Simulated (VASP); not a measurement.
Here is a VASP 6.6.1 calculation.

File INCAR:

```
SYSTEM = Ni
ALGO = Normal
EDIFF = 1E-6
ENCUT = 520
GGA = PE
ISIF = 2
ISMEAR = -1
ISPIN = 2
ISYM = 0
LASPH = .True.
LCHARG = .True.
LELF = .True.
LMAXMIX = 4
LORBIT = 11
LREAL = .False.
LVHAR = .True.
LWAVE = .False.
MAGMOM = 2 -2
NBANDS = 21
NELM = 150
PREC = Accurate
SIGMA = 0.05
```

Contents of KPOINTS:

```
k-points
0
Gamma
  7 10 12
  0 0 0
```

File POSCAR:

```
Ni
1.0
   -1.7651000000     -1.7651000000     -3.5302000000
    1.7651000000     -1.7651000000      0.0000000000
   -1.7651000000     -1.7651000000      0.0000000000
Ni
2
Direct
    0.0000000000      0.0000000000      0.0000000000
    0.5000000000      0.5000000000      0.0000000000
```

Potentials or basis: VASP PAW PBE potentials, release 64 (Ni).

Launch:

```sh
$ cat potpaw_PBE.64/Ni/POTCAR > POTCAR
$ mpirun -np 1 vasp_std > vasp.out
```

(1) What does it give for the site moments?

(2) Estimate the pressure.

## Answers

(1) Ni +0.09, -0.09 μB.

(2) -2.9 GPa.
